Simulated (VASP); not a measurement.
# TaC6N (P4/mmm) in VASP: single point with PBE

Aim: the single point of TaC6N with PBE.

Everything below comes from runs of VASP 6.6.1. Logs are shortened: lines on timing, memory, paths and dates and some standing lists are left out, and cuts for length are marked.

### Step 1. The cell of the first run

It takes space group P4/mmm (No. 123, tetragonal). The conventional cell has a = 4.171 Å, b = 4.171 Å, c = 4.571 Å, α = 90.00°, β = 90.00°, γ = 90.00°. Within 2.8 Å of Ta (site symmetry 4/mmm) lie 12 C at 2.09 to 2.52 Å. C (site symmetry mmm) has 2 Ta at 2.09 Å and 2 N at 2.09 Å and 8 C at 2.75 Å within 2.8 Å. Within 2.0 Å of C (site symmetry m2m) lie 2 C at 1.49 Å. N (site symmetry 4/mmm) has 4 C at 2.09 Å within 2.8 Å.

The cell was generated, and may not be a known phase.

### Step 2. Single point, PBE

Input file INCAR:

```
SYSTEM = TaC6N
  PREC = Accurate
  ENCUT = 700
  EDIFF = 1E-6
  ISMEAR = 0
  SIGMA = 0.2
  LREAL = .FALSE.
  LASPH = .TRUE.
  NELM = 120
  ALGO = Normal
  ISIF = 2
  LWAVE = .FALSE.
  LCHARG = .FALSE.
  GGA = PE
  NBANDS = 31
  GGA_COMPAT = .FALSE.
```

Input file KPOINTS:

```
Automatic mesh
0
G
  3 3 4
  0 0 0
```

Input file POSCAR:

```
TaC6N
1.0
    4.1708245604      0.0000000000      0.0000000000
    0.0000000000      4.1708245604      0.0000000000
    0.0000000000      0.0000000000      4.5705683476
Ta C N
1 6 1
Direct
    0.0000000000      0.0000000000      0.5000000000
    0.5000000000      0.0000000000      0.5000000000
    0.0000000000      0.5000000000      0.5000000000
    0.1782305766      0.8217694234      0.0000000000
    0.8217694234      0.1782305766      0.0000000000
    0.1782305766      0.1782305766      0.0000000000
    0.8217694234      0.8217694234      0.0000000000
    0.5000000000      0.5000000000      0.5000000000
```

Potentials or basis: VASP PAW PBE potentials, release 64 (Ta_sv_GW, C, N).

The run is started by

```console
cat potpaw_PBE.64/Ta_sv_GW/POTCAR potpaw_PBE.64/C/POTCAR potpaw_PBE.64/N/POTCAR > POTCAR
mpirun -np 1 vasp_std > vasp.out
```

OUTCAR:

```text
SYSTEM = TaC6N
   PREC = Accurate
   ENCUT = 700
   EDIFF = 1E-6
   ISMEAR = 0
   LREAL = .FALSE.
   LASPH = .TRUE.
   NELM = 120
   ISIF = 2
   GGA = PE

 ion  position               nearest neighbor table
   1  0.000  0.000  0.500-   2 2.09   3 2.09   3 2.09   2 2.09   6 2.52   7 2.52   4 2.52   5 2.52
                             6 2.52   7 2.52   4 2.52   5 2.52
   2  0.500  0.000  0.500-   1 2.09   1 2.09
   3  0.000  0.500  0.500-   1 2.09   1 2.09
   4  0.178  0.822  0.000-   6 1.49   7 1.49   1 2.52   1 2.52
   5  0.822  0.178  0.000-   6 1.49   7 1.49   1 2.52   1 2.52
   6  0.178  0.178  0.000-   4 1.49   5 1.49   1 2.52   1 2.52
   7  0.822  0.822  0.000-   4 1.49   5 1.49   1 2.52   1 2.52
   8  0.500  0.500  0.500-

  LATTYP: Found a simple tetragonal cell.
 ALAT       =     4.1708245604
 C/A-ratio  =     1.0958428679

  Lattice vectors:

 A1 = (   4.1708245604,   0.0000000000,   0.0000000000)
 A2 = (   0.0000000000,   4.1708245604,   0.0000000000)
 A3 = (   0.0000000000,   0.0000000000,   4.5705683476)

Analysis of symmetry for initial positions (statically):
=====================================================================
 Subroutine PRICEL returns:
 Original cell was already a primitive cell.

 Routine SETGRP: Setting up the symmetry group for a
 simple tetragonal supercell.

 Subroutine GETGRP returns: Found 16 space group operations
 (whereof 16 operations were pure point group operations)
 out of a pool of 16 trial point group operations.

The static configuration has the point symmetry D_4h.

Analysis of symmetry for dynamics (positions and initial velocities):
=====================================================================
 Subroutine PRICEL returns:
 Original cell was already a primitive cell.

 Routine SETGRP: Setting up the symmetry group for a
 simple tetragonal supercell.

 Subroutine GETGRP returns: Found 16 space group operations
 (whereof 16 operations were pure point group operations)
 out of a pool of 16 trial point group operations.

The dynamic configuration has the point symmetry D_4h.

 Subroutine INISYM returns: Found 16 space group operations
 (whereof 16 operations are pure point group operations),
 and found     1 'primitive' translations

----------------------------------------------------------------------------------------

                                     Primitive cell

  volume of cell :      79.5086

  direct lattice vectors                    reciprocal lattice vectors
     4.170824560  0.000000000  0.000000000     0.239760744  0.000000000  0.000000000
     0.000000000  4.170824560  0.000000000     0.000000000  0.239760744  0.000000000
     0.000000000  0.000000000  4.570568348     0.000000000  0.000000000  0.218791171

  length of vectors
     4.170824560  4.170824560  4.570568348     0.239760744  0.239760744  0.218791171

  position of ions in fractional coordinates (direct lattice)
     0.000000000  0.000000000  0.500000000
     0.500000000  0.000000000  0.500000000
     0.000000000  0.500000000  0.500000000
     0.178230577  0.821769423  0.000000000
     0.821769423  0.178230577  0.000000000
     0.178230577  0.178230577  0.000000000
     0.821769423  0.821769423  0.000000000
     0.500000000  0.500000000  0.500000000

  ion indices of the primitive-cell ions
   primitive index   ion index
                 1           1
                 2           2
                 3           3
                 4           4
                 5           5
                 6           6
                 7           7
                 8           8

----------------------------------------------------------------------------------------

 KPOINTS: Automatic mesh

Automatic generation of k-mesh.
 Grid dimensions read from file:
 generate k-points for:    3    3    4

 Generating k-lattice:

  Cartesian coordinates                     Fractional coordinates (reciprocal lattice)
     0.079920248  0.000000000  0.000000000     0.333333333  0.000000000  0.000000000
     0.000000000  0.079920248  0.000000000     0.000000000  0.333333333  0.000000000
     0.000000000  0.000000000  0.054697793     0.000000000  0.000000000  0.250000000

  Length of vectors
     0.079920248  0.079920248  0.054697793

  Shift w.r.t. Gamma in fractional coordinates (k-lattice)
     0.000000000  0.000000000  0.000000000

 Subroutine IBZKPT returns following result:
 ===========================================

 Found      9 irreducible k-points:

 Following reciprocal coordinates:
            Coordinates               Weight
  0.000000  0.000000  0.000000      1.000000
  0.333333  0.000000  0.000000      4.000000
  0.333333  0.333333  0.000000      4.000000
  0.000000  0.000000  0.250000      2.000000
  0.333333  0.000000  0.250000      8.000000
  0.333333  0.333333  0.250000      8.000000
  0.000000  0.000000  0.500000      1.000000
  0.333333  0.000000  0.500000      4.000000
  0.333333  0.333333  0.500000      4.000000
   k-points           NKPTS =      9   k-points in BZ     NKDIM =      9   number of bands    NBANDS=     31
   number of dos      NEDOS =    301   number of ions     NIONS =      8
   total plane-waves  NPLWV =  51840
   dimension x,y,z NGX =    36 NGY =   36 NGZ =   40
   dimension x,y,z NGXF=    72 NGYF=   72 NGZF=   80
   ions per type =               1   6   1
   NGX,Y,Z   is equivalent  to a cutoff of  14.35, 14.35, 14.55 a.u.
   NGXF,Y,Z  is equivalent  to a cutoff of  28.70, 28.70, 29.10 a.u.
 SYSTEM =  TaC6N
   PREC   = accura    normal or accurate (medium, high low for compatibility)
   ISTART =      0    job   : 0-new  1-cont  2-samecut
   ICHARG =      2    charge: 1-file 2-atom 10-const
   ISPIN  =      1    spin polarized calculation?
   LNONCOLLINEAR =      F non collinear calculations
   LSORBIT =      F    spin-orbit coupling
   LASPH  =      T    aspherical Exc in radial PAW
   ENCUT  =  700.0 eV  51.45 Ry    7.17 a.u.   9.00  9.00  9.86*2*pi/ulx,y,z
   NELM   =    120;   NELMIN=  2; NELMDL= -5     # of ELM steps
   EDIFF  = 0.1E-05   stopping-criterion for ELM
   LREAL  =      F    real-space projection
   EDIFFG = 0.1E-04   stopping-criterion for IOM
   NSW    =      0    number of steps for IOM
   IBRION =     -1    ionic relax: 0-MD 1-quasi-New 2-CG
   NFREE  =      0    steps in history (QN), initial steepest desc. (CG)
   ISIF   =      2    stress and relaxation
   ISYM   =      2    0-nonsym 1-usesym 2-fastsym
   POTIM  = 0.5000    time-step for ionic-motion
   TEBEG  =    0.0;   TEEND  =   0.0 temperature during run
   PSTRESS=    0.0 pullay stress
   NELECT =      42.0000    total number of electrons
   NUPDOWN=      -1.0000    fix difference up-down
   EMIN   =  10.00;   EMAX   =-10.00  energy-range for DOS
   EFERMI =   0.00;   METHOD = LEGACY
   ISMEAR =     0;   SIGMA  =   0.20  broadening in eV -4-tet -1-fermi 0-gaus
   EFERMI_NEDOS =   21; number of points for ismear=-14 and -15
   IALGO  =     38    algorithm
   IMIX   =      4    mixing-type and parameters
     AMIX     =   0.40;   BMIX     =  1.00
     AMIX_MAG =   1.60;   BMIX_MAG =  1.00
  volume/ion in A,a.u.               =       9.94        67.07
  Fermi-wavevector in a.u.,A,eV,Ry     =   1.323386  2.500837 23.828575  1.751351
  Thomas-Fermi vector in A             =   2.452998
   LORBIT       =      0    0 simple, 1 ext, 2 COOP (PROOUT), +10 PAW based schemes
   GGA     = PE    functional components
   LHFCALC =     F    Hartree Fock is set to
   AEXX    =    0.0000 exact exchange contribution
   IVDW    =     0    specifies the selected vdW correction
   LEPSILON=     F    determine dielectric tensor
   LRPA    =     F    only Hartree local field effects (RPA)
 non-spin polarized calculation
 Gauss-broadening in eV      SIGMA  =   0.20
  energy-cutoff  :      700.00
  volume of cell :       79.51
 maximum number of plane-waves:      3368
 NGX is ok and might be reduce to    36
   NGX = 17   NGY = 17   NGZ = 19

 number of electron      42.0000002 magnetization

 Free energy of the ion-electron system (eV)
  ---------------------------------------------------
  ext. energy  EPLUGINS =         0.00000000
  ---------------------------------------------------
  free energy    TOTEN  =       -57.66126119 eV

  energy without entropy =      -57.55695824  energy(sigma->0) =      -57.60910971

 E-fermi :   5.5800     XC(G=0): -11.5827

 val. band max:        5.5791113308   @ k =   0.3333   0.0000   0.5000
 cond. band min:       5.5986341091   @ k =   0.3333   0.3333   0.5000
 fundamental gap:      0.0195227784
 Fermi energy:         5.5799880878

 k-point     1 :       0.0000    0.0000    0.0000
  band No.  band energies     occupation
      1     -62.6262      2.00000
      2     -29.3143      2.00000
      3     -29.0994      2.00000
      4     -29.0994      2.00000
      5     -13.5059      2.00000
      6      -8.9340      2.00000
[... 23 lines left out ...]
     30      11.0711      0.00000
     31      11.7485      0.00000

 k-point     2 :       0.3333    0.0000    0.0000
  band No.  band energies     occupation
      1     -62.6262      2.00000
      2     -29.3126      2.00000
      3     -29.1129      2.00000
      4     -29.0976      2.00000
      5     -13.3741      2.00000
      6      -8.5394      2.00000
[... 23 lines left out ...]
     30      11.1972      0.00000
     31      11.2134      0.00000

 k-point     3 :       0.3333    0.3333    0.0000
  band No.  band energies     occupation
      1     -62.6262      2.00000
      2     -29.3109      2.00000
      3     -29.1109      2.00000
      4     -29.1106      2.00000
      5     -13.2557      2.00000
      6      -8.2080      2.00000
[... 193 lines left out ...]
     30      11.6450      0.00000
     31      11.8294      0.00000

 k-point     9 :       0.3333    0.3333    0.5000
  band No.  band energies     occupation
      1     -62.6262      2.00000
      2     -29.3336      2.00000
      3     -29.1100      2.00000
      4     -29.1098      2.00000
      5     -12.8501      2.00000
      6      -8.1002      2.00000
[... 23 lines left out ...]
     30      10.8158      0.00000
     31      11.9881      0.00000

------------------------ aborting loop because EDIFF is reached ----------------------------------------

  FORCE on cell =-STRESS in cart. coord.  units (eV):
  Direction    XX          YY          ZZ          XY          YZ          ZX
  --------------------------------------------------------------------------------------
  -------------------------------------------------------------------------------------
  Total        0.1003046      0.1003046     -0.0957236      0.0000000     -0.0000000      0.0000000
  in kB        2.0212384      2.0212384     -1.9289256      0.0000000     -0.0000000      0.0000000
  external PRESSURE =       0.7045171 kB  Pullay stress =       0.0000000 kB

 VOLUME and BASIS-vectors are now :
 -----------------------------------------------------------------------------
  energy-cutoff  :      700.00
  volume of cell :       79.51
      direct lattice vectors                 reciprocal lattice vectors
     4.170824560  0.000000000  0.000000000     0.239760744  0.000000000  0.000000000
     0.000000000  4.170824560  0.000000000     0.000000000  0.239760744  0.000000000
     0.000000000  0.000000000  4.570568348     0.000000000  0.000000000  0.218791171

 POSITION                                       TOTAL-FORCE (eV/Angst)
 -----------------------------------------------------------------------------------
      0.00000      0.00000      2.28528        -0.000000     -0.000000     -0.000000
      2.08541      0.00000      2.28528        -0.000000     -0.000000     -0.000000
      0.00000      2.08541      2.28528        -0.000000     -0.000000     -0.000000
      0.74337      3.42746      0.00000         0.066791     -0.066791      0.000000
      3.42746      0.74337      0.00000        -0.066791      0.066791     -0.000000
      0.74337      0.74337      0.00000         0.066791      0.066791     -0.000000
      3.42746      3.42746      0.00000        -0.066791     -0.066791     -0.000000
      2.08541      2.08541      2.28528        -0.000000     -0.000000     -0.000000
 -----------------------------------------------------------------------------------
    total drift:                               -0.000000     -0.000000      0.000000

  FREE ENERGIE OF THE ION-ELECTRON SYSTEM (eV)
  ---------------------------------------------------
  free  energy   TOTEN  =       -57.6612611864 eV

  energy  without entropy=      -57.5569582367  energy(sigma->0) =      -57.60910971
```

It took 22 s on 1 thread of Intel Xeon 6975P-C (Granite Rapids), shared host; peak memory 0.24 GiB.

Results:

```
Free energy            : -57.6613 eV
Pressure               : 0.1 GPa
Largest force          : 0.094 eV/Å
Band gap on the k mesh : zero (bands 21 and 22 overlap by 0.21 eV)
```

Forces on the atoms (eV/Å):
```
Ta   0.000  0.000  0.000
C    0.000  0.000  0.000
C    0.000  0.000  0.000
C    0.067 -0.067  0.000
C   -0.067  0.067  0.000
C    0.067  0.067  0.000
C   -0.067 -0.067  0.000
N    0.000  0.000  0.000
```

Caveat: the k points lie up to 0.50 Å⁻¹ apart; spin-orbit coupling is left out, which moves the levels of the heavy elements.
